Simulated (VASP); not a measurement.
Here is a VASP 6.6.1 calculation.

The input POSCAR:

```
Ir
1.0
    0.0000000000      1.9228496764      1.9228496764
    1.9228496764      0.0000000000      1.9228496764
    1.9228496764      1.9228496764      0.0000000000
Ir
1
Direct
    0.0000000000      0.0000000000      0.0000000000
```

The input INCAR.step1:

```
  ALGO = Normal
  EDIFF = 1E-4
  ENCUT = 520
  GGA = PE
  ISMEAR = -1
  LASPH = True
  LCHARG = False
  LREAL = False
  LWAVE = True
  NBANDS = 10
  NELM = 60
  PREC = Accurate
  SIGMA = 0.1
```

INCAR.step2

```
  ALGO = Normal
  EDIFF = 1E-6
  ENCUT = 520
  ISIF = 2
  ISMEAR = -1
  ISTART = 1
  LASPH = True
  LCHARG = True
  LELF = True
  LMIXTAU = True
  LREAL = False
  LVHAR = True
  LWAVE = False
  METAGGA = R2SCAN
  NBANDS = 10
  NELM = 60
  PREC = Accurate
  SIGMA = 0.1
```

Contents of KPOINTS:

```
k-points
0
Gamma
  9 9 9
```

Potentials or basis: VASP PAW PBE potentials, release 64 (Ir).

The run is started by

```console
$ cat potpaw_PBE.64/Ir/POTCAR > POTCAR
$ cp INCAR.step1 INCAR
$ mpirun -np 1 vasp_std > vasp.out
$ cp INCAR.step2 INCAR
$ mpirun -np 1 vasp_std > vasp.out
```

(1) Predict the pressure.

Results:

(1) 1.7 GPa.

Caveat: the PAW data sets were made with another functional, which shifts forces and pressure a little.
